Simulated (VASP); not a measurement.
# KH16O8F in VASP: notebook

Runs on KH16O8F. Level: LDA. Tasks: single point.

Everything below comes from runs of VASP 6.6.1. Logs are shortened: lines on timing, memory, paths and dates and some standing lists are left out, and cuts for length are marked.

## (1) The cell of the first run

The cell holds a disordered packing, 26 atoms: a = 7.174 Å, b = 7.174 Å, c = 7.174 Å, α = 90.00°, β = 90.00°, γ = 90.00°.

## (2) Single point, LDA

INCAR reads:

```
SYSTEM = KH16O8F
  ALGO = Normal
  EDIFF = 1E-6
  ENCUT = 520
  GGA_COMPAT = .False.
  ISIF = 2
  ISMEAR = -1
  LASPH = .True.
  LCHARG = .True.
  LELF = .True.
  LREAL = .False.
  LVHAR = .True.
  LWAVE = .False.
  NBANDS = 59
  NELM = 120
  PREC = Accurate
  SIGMA = 0.05
```

KPOINTS reads:

```
k-points
0
Gamma
  1 1 1
  0 0 0
```

POSCAR reads:

```
KH16O8F
1.0
    7.1738770000      0.0000000000      0.0000000000
    0.0000000000      7.1738770000      0.0000000000
    0.0000000000      0.0000000000      7.1738770000
O H K F
8 16 1 1
Direct
    0.9257058631     -0.0866337686      0.6144794509
    0.5795332147      0.6761755185      0.6140333881
    0.1781881680      0.3197991825      0.7464582958
    0.3672769968      0.4280948781      0.4228536397
    0.9172306690      0.1906779277     -0.0012127334
    1.0241742366      0.8851699019      0.1681517539
    0.3387568535      0.6735967176      0.1480231679
    0.6612045342      0.8010452368      0.2702304486
    0.8902020483      0.0026484982      0.7152478360
    0.8194313897     -0.1755396698      0.6257146589
    0.4856788038      0.6655815259      0.7151084414
    0.5352475377      0.5865029467      0.5145334942
    0.2281890253      0.4649926393      0.7862833444
    0.2670661903      0.2221950558      0.7737238874
    0.3263646700      0.4753078426      0.2960045175
    0.2663552776      0.3814534317      0.5013607008
    1.0191420901      0.2558728007     -0.0767367492
    0.9046990909      0.2400096907      0.1198236323
    1.1359408588      0.8269726398      0.1095502474
    0.9682212282      1.0004771479      0.0916101572
    0.4741926855      0.7084035592      0.1699638842
    0.3134288475      0.6336183350      0.0142461322
    0.7948142964      0.8189713874      0.2308096445
    0.6730112602      0.8497079055      0.3993656429
    0.2477879116      0.8169362257      0.4568241134
    0.2841002153      0.6354304653      0.8106774064
```

Potentials or basis: VASP PAW LDA potentials, release 64 (O, H, K_sv, F).

Run with:

```console
$ cat potpaw_LDA.64/O/POTCAR potpaw_LDA.64/H/POTCAR potpaw_LDA.64/K_sv/POTCAR potpaw_LDA.64/F/POTCAR > POTCAR
$ mpirun -np 1 vasp_gam > vasp.out
```

OUTCAR:

```text
SYSTEM = KH16O8F
   EDIFF = 1E-6
   ENCUT = 520
   ISIF = 2
   ISMEAR = -1
   LASPH = .True.
   LREAL = .False.
   NELM = 120
   PREC = Accurate

 ion  position               nearest neighbor table
   1  0.926  0.913  0.614-  10 1.00   9 1.00  25 2.66
   2  0.580  0.676  0.614-  11 0.99  12 1.01  25 2.82
   3  0.178  0.320  0.746-  14 0.97  13 1.14
   4  0.367  0.428  0.423-  16 0.98  15 1.01
   5  0.917  0.191  0.999-  18 0.94  17 1.02
   6  0.024  0.885  0.168-  19 1.00  20 1.07  25 2.66
   7  0.339  0.674  0.148-  21 1.02  22 1.02  25 2.53
   8  0.661  0.801  0.270-  24 0.99  23 1.01
   9  0.890  0.003  0.715-   1 1.00
  10  0.819  0.824  0.626-   1 1.00
  11  0.486  0.666  0.715-   2 0.99
  12  0.535  0.587  0.515-   2 1.01
  13  0.228  0.465  0.786-   3 1.14  26 1.30
  14  0.267  0.222  0.774-   3 0.97
  15  0.326  0.475  0.296-   4 1.01
  16  0.266  0.381  0.501-   4 0.98
  17  0.019  0.256  0.923-   5 1.02
  18  0.905  0.240  0.120-   5 0.94
  19  0.136  0.827  0.110-   6 1.00
  20  0.968  0.000  0.092-   6 1.07
  21  0.474  0.708  0.170-   7 1.02
  22  0.313  0.634  0.014-   7 1.02
  23  0.795  0.819  0.231-   8 1.01
  24  0.673  0.850  0.399-   8 0.99
  25  0.248  0.817  0.457-   7 2.53   1 2.66   6 2.66   2 2.82
  26  0.284  0.635  0.811-  13 1.30

  LATTYP: Found a simple cubic cell.
 ALAT       =     7.1738770000

  Lattice vectors:

 A1 = (   7.1738770000,   0.0000000000,   0.0000000000)
 A2 = (   0.0000000000,   7.1738770000,   0.0000000000)
 A3 = (   0.0000000000,   0.0000000000,   7.1738770000)

Analysis of symmetry for initial positions (statically):
=====================================================================
 Subroutine PRICEL returns:
 Original cell was already a primitive cell.

 Routine SETGRP: Setting up the symmetry group for a
 simple cubic supercell.

 Subroutine GETGRP returns: Found  1 space group operations
 (whereof  1 operations were pure point group operations)
 out of a pool of 48 trial point group operations.

The static configuration has the point symmetry C_1 .

Analysis of symmetry for dynamics (positions and initial velocities):
=====================================================================
 Subroutine PRICEL returns:
 Original cell was already a primitive cell.

 Routine SETGRP: Setting up the symmetry group for a
 simple cubic supercell.
[... 130 lines left out ...]
   LREAL  =      F    real-space projection
   EDIFFG = 0.1E-04   stopping-criterion for IOM
   NSW    =      0    number of steps for IOM
   IBRION =     -1    ionic relax: 0-MD 1-quasi-New 2-CG
   NFREE  =      0    steps in history (QN), initial steepest desc. (CG)
   ISIF   =      2    stress and relaxation
   ISYM   =      2    0-nonsym 1-usesym 2-fastsym
   POTIM  = 0.5000    time-step for ionic-motion
   TEBEG  =    0.0;   TEEND  =   0.0 temperature during run
   PSTRESS=    0.0 pullay stress
   NELECT =      80.0000    total number of electrons
   NUPDOWN=      -1.0000    fix difference up-down
   EMIN   =  10.00;   EMAX   =-10.00  energy-range for DOS
   EFERMI =   0.00;   METHOD = LEGACY
   ISMEAR =    -1;   SIGMA  =   0.05  broadening in eV -4-tet -1-fermi 0-gaus
   EFERMI_NEDOS =   21; number of points for ismear=-14 and -15
   IALGO  =     38    algorithm
   IMIX   =      4    mixing-type and parameters
     AMIX     =   0.40;   BMIX     =  1.00
     AMIX_MAG =   1.60;   BMIX_MAG =  1.00
  volume/ion in A,a.u.               =      14.20        95.83
  Fermi-wavevector in a.u.,A,eV,Ry     =   0.983296  1.858160 13.155077  0.966871
  Thomas-Fermi vector in A             =   2.114443
   LORBIT       =      0    0 simple, 1 ext, 2 COOP (PROOUT), +10 PAW based schemes
   GGA     = CA    functional components
   LHFCALC =     F    Hartree Fock is set to
   AEXX    =    0.0000 exact exchange contribution
   IVDW    =     0    specifies the selected vdW correction
   LEPSILON=     F    determine dielectric tensor
   LRPA    =     F    only Hartree local field effects (RPA)
 non-spin polarized calculation
  energy-cutoff  :      520.00
  volume of cell :      369.20
 maximum number of plane-waves:      4922
 NGX is ok and might be reduce to    54
   NGX = 27   NGY = 27   NGZ = 27

 number of electron      80.0000027 magnetization

 Free energy of the ion-electron system (eV)
  ---------------------------------------------------
  ext. energy  EPLUGINS =         0.00000000
  ---------------------------------------------------
  free energy    TOTEN  =      -132.54912396 eV

  energy without entropy =     -132.54912396  energy(sigma->0) =     -132.54912396

 E-fermi :  -3.2574     XC(G=0):  -6.1977

 val. band max:       -4.5284561693   @ k =   0.0000   0.0000   0.0000
 cond. band min:       0.0272562399   @ k =   0.0000   0.0000   0.0000
 fundamental gap:      4.5557124092
 Fermi energy:        -3.2573692699

 k-point     1 :       0.0000    0.0000    0.0000
  band No.  band energies     occupation
      1     -31.0653      2.00000
      2     -25.2234      2.00000
      3     -23.1515      2.00000
      4     -22.5969      2.00000
      5     -22.4201      2.00000
      6     -22.2498      2.00000
[... 44 lines left out ...]
     51       5.0233      0.00000
     52       5.1138      0.00000
 [bands above 52 left out]

------------------------ aborting loop because EDIFF is reached ----------------------------------------

  FORCE on cell =-STRESS in cart. coord.  units (eV):
  Direction    XX          YY          ZZ          XY          YZ          ZX
  --------------------------------------------------------------------------------------
  -------------------------------------------------------------------------------------
  Total       -4.7856653     -4.2902883     -1.0615110     -1.5139260      1.2606099     -0.7493217
  in kB      -20.7678304    -18.6180968     -4.6065236     -6.5698198      5.4705315     -3.2517497
  external PRESSURE =     -14.6641503 kB  Pullay stress =       0.0000000 kB

 VOLUME and BASIS-vectors are now :
 -----------------------------------------------------------------------------
  energy-cutoff  :      520.00
  volume of cell :      369.20
      direct lattice vectors                 reciprocal lattice vectors
     7.173877000  0.000000000  0.000000000     0.139394640  0.000000000  0.000000000
     0.000000000  7.173877000  0.000000000     0.000000000  0.139394640  0.000000000
     0.000000000  0.000000000  7.173877000     0.000000000  0.000000000  0.139394640

 POSITION                                       TOTAL-FORCE (eV/Angst)
 -----------------------------------------------------------------------------------
      6.64090      6.55238      4.40820        -1.006514      0.340086      0.849243
      4.15750      4.85080      4.40500         0.423568      0.322969     -0.646087
      1.27830      2.29420      5.35500        -0.585237      1.141918      0.409335
      2.63480      3.07110      3.03350         0.483593      0.447784     -1.019670
      6.58010      1.36790      7.16518         0.413255     -0.963024     -1.924517
      0.17342      6.35010      1.20630        -0.931132      1.021270     -0.401452
[... 18 lines left out ...]
      1.77760      5.86060      3.27720        -0.358609      0.183761      0.417156
      2.03810      4.55850      5.81570        -0.159390     -0.262332     -0.002131
 -----------------------------------------------------------------------------------
    total drift:                               -0.002690     -0.001365      0.000582

  FREE ENERGIE OF THE ION-ELECTRON SYSTEM (eV)
  ---------------------------------------------------
  free  energy   TOTEN  =      -132.5491239603 eV

  energy  without entropy=     -132.5491239603  energy(sigma->0) =     -132.54912396
```

stdout:

```text
POSCAR found type information on POSCAR O H K F
 POSCAR found :  4 types and      26 ions
 scaLAPACK will be used
 -----------------------------------------------------------------------------
|                                                                             |
|                                                                             |
|     You have a (more or less) 'large supercell' and for larger cells it     |
|     might be more efficient to use real-space projection operators.         |
|     Therefore, try LREAL= Auto in the INCAR file.                           |
|     Mind: For very accurate calculation, you might also keep the            |
|     reciprocal projection scheme (i.e. LREAL=.FALSE.).                      |
|                                                                             |
 -----------------------------------------------------------------------------

 LDA part: xc-table for (Slater(with rela. corr.)+CA(PZ))
 , standard interpolation
 POSCAR, INCAR and KPOINTS ok, starting setup
 FFT: planning ... GRIDC
 FFT: planning ... GRID_SOFT
 FFT: planning ... GRID
 WAVECAR not read
 entering main loop
```

Run time: 51 s. Hardware: 1 thread of Intel Xeon 8259CL, shared host; peak memory 0.3 GiB.

Results:

| Quantity | Value |
| --- | --- |
| Free energy | -132.5491 eV |
| Pressure | -1.5 GPa |
| Largest force | 2.191 eV/Å |

Forces in eV/Å, atoms in the order of the input:
```
O   -1.007  0.340  0.849
O    0.424  0.323 -0.646
O   -0.585  1.142  0.409
O    0.484  0.448 -1.020
O    0.413 -0.963 -1.925
O   -0.931  1.021 -0.401
O    0.000 -0.520  0.089
O    0.805  0.604  0.431
H    0.546 -0.223 -0.561
H    0.157 -0.356 -0.110
H   -0.187 -0.218  0.085
H    0.079  0.045  0.690
H   -0.079 -1.224 -0.457
H    0.527  0.057  0.169
H    0.171  0.010  0.720
H   -0.499 -0.212  0.469
H   -0.233 -0.064  0.035
H   -0.145  1.189  1.492
H   -0.381  0.223  0.001
H    1.321 -1.297  0.301
H   -0.244  0.077 -0.170
H    0.455  0.466 -0.096
H   -0.004 -0.305 -0.562
H   -0.569 -0.484 -0.208
K   -0.359  0.184  0.417
F   -0.159 -0.262 -0.002
```

Caveat: the k points lie up to 0.88 Å⁻¹ apart, too coarse for converged energies, forces and pressures; the atoms stand as in a frame of molecular dynamics.

## (3) Single point, LDA

INCAR reads:

```
PREC = Accurate
ENCUT = 520
EDIFF = 1E-6
ISMEAR = -1
SIGMA = 0.05
LREAL = F
LASPH = T
NELM = 120
ALGO = Normal
ISIF = 2
LWAVE = F
LCHARG = F
GGA = CA
NBANDS = 59
GGA_COMPAT = F
```

KPOINTS reads:

```
regular mesh
0
Gamma
  1 1 1
```

POSCAR reads:

```
KH16O8F
1.0
    7.1738770000      0.0000000000      0.0000000000
    0.0000000000      7.1738770000      0.0000000000
    0.0000000000      0.0000000000      7.1738770000
O H K F
8 16 1 1
Direct
    0.9050754564     -0.1226533435      0.6202503890
    0.5797283672      0.6894180093      0.5982260359
    0.2043246629      0.3344356197      0.7673674918
    0.3870292173      0.4082590209      0.4453240556
    0.9540726723      0.2082974102      0.0041260813
    1.0525689247      0.8790783561      0.1939815807
    0.3677927570      0.6491747768      0.1565680594
    0.6758270319      0.8281296153      0.2670801298
    0.8538339868      0.0012824307      0.6076909320
    0.8032755510     -0.2096077198      0.6130297467
    0.4907806476      0.6802319025      0.7127387325
    0.5372966389      0.5717410544      0.5344251093
    0.2608352499      0.4658429466      0.8088792155
    0.2530012711      0.2383230156      0.8486345668
    0.3434405134      0.4468016388      0.3230470776
    0.3027512181      0.3504938822      0.5333238917
    1.0403161359      0.2760013867     -0.0862016452
    0.8560782405      0.2959348202      0.0458887154
    1.1434263509      0.8014494812      0.1372897807
    1.0406228041      1.0005886636      0.1260824517
    0.4807581730      0.7117490305      0.2013416176
    0.3639872833      0.6590717962      0.0175079668
    0.8028991855      0.8476309254      0.2359114883
    0.6876476973      0.7969888528      0.4070323481
    0.2438291038      0.8357545021      0.4865848690
    0.3101809524      0.6715197375      0.8169919836
```

Potentials or basis: VASP PAW LDA potentials, release 64 (O, H, K_sv, F).

Run with:

```console
$ cat potpaw_LDA.64/O/POTCAR potpaw_LDA.64/H/POTCAR potpaw_LDA.64/K_sv/POTCAR potpaw_LDA.64/F/POTCAR > POTCAR
$ mpirun -np 1 vasp_gam > vasp.out
```

Run time: 49 s. Hardware: 1 thread of Intel Xeon 8259CL, shared host; peak memory 0.31 GiB.

The run converged. Its results:

- Free energy: -132.5529 eV
- Pressure: 0.0 GPa
- Largest force: 3.058 eV/Å

Forces on the atoms (eV/Å):
```
O    1.627  0.637 -0.046
O   -0.338 -0.504  0.608
O    0.241  1.101  0.179
O    1.602  0.263  0.223
O    0.048  0.277  0.094
O   -1.569  1.750  0.712
O   -1.036 -0.532  0.623
O   -1.780 -0.593  2.415
H   -0.249  0.286  0.069
H   -1.333 -0.929  0.405
H    0.392  0.438 -0.443
H    0.016 -0.078 -0.278
H   -0.534 -0.567 -0.492
H    0.756 -0.241  0.121
H   -0.467  0.345 -0.671
H   -0.930 -0.179  0.487
H   -0.906  0.050  0.249
H    0.631 -0.449 -0.226
H    1.418 -1.135 -0.974
H   -0.191 -0.228 -0.134
H    1.140  0.430 -0.060
H   -0.109  0.058 -0.407
H    2.206  0.225 -1.075
H   -0.772  0.269 -1.579
K   -0.030 -0.115  0.276
F    0.168 -0.580 -0.076
```

Stress tensor (GPa, compression positive):
```
 1.10 -0.14 -0.16
-0.14 -1.18  0.37
-0.16  0.37  0.18
```

Levels at points of the mesh, in eV from the Fermi level:
```csv
k point,band 37,band 38,band 39,band 40,band 41,band 42,band 43,band 44
"(0.00, 0.00, 0.00)",-1.57,-1.49,-1.42,-1.19,3.29,5.81,5.99,6.37
```

Caveat: the k points lie up to 0.88 Å⁻¹ apart, too coarse for converged energies, forces and pressures; the atoms stand as in a frame of molecular dynamics.
